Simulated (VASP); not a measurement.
Here is a VASP 6.6.1 calculation.

INCAR

```
SYSTEM = Co
  ALGO = Normal
  EDIFF = 1E-6
  ENCUT = 520
  GGA = PS
  ISIF = 2
  ISMEAR = -1
  ISPIN = 2
  LASPH = .TRUE.
  LCHARG = .TRUE.
  LELF = .TRUE.
  LMAXMIX = 4
  LORBIT = 11
  LREAL = .FALSE.
  LVHAR = .TRUE.
  LWAVE = .FALSE.
  MAGMOM = 2 2
  NBANDS = 20
  NELM = 150
  PREC = Accurate
  SIGMA = 0.05
```

Contents of KPOINTS:

```
k-points
0
G
  19 19 10
  0 0 0
```

POSCAR

```
Co
1.0
    2.5273697045      0.0000000000      0.0000000000
   -1.2636848523      2.1887663689      0.0000000000
    0.0000000000      0.0000000000      4.1045914620
Co
2
Direct
    0.3333333333      0.6666666667      0.2500000000
    0.6666666667      0.3333333333      0.7500000000
```

Potentials or basis: VASP PAW PBE potentials, release 64 (Co).

Run with:

```bash
$ cat potpaw_PBE.64/Co/POTCAR > POTCAR
$ mpirun -np 1 vasp_std > vasp.out
```

(1) What does it give for the site moments?

(2) Predict the net moment.

(3) What does it give for the pressure?

Answers

(1) Co +1.67 μB.

(2) 3.28 μB per cell.

(3) -18.2 GPa.

Caveat: the PAW data sets were made with another functional, which shifts forces and pressure a little.
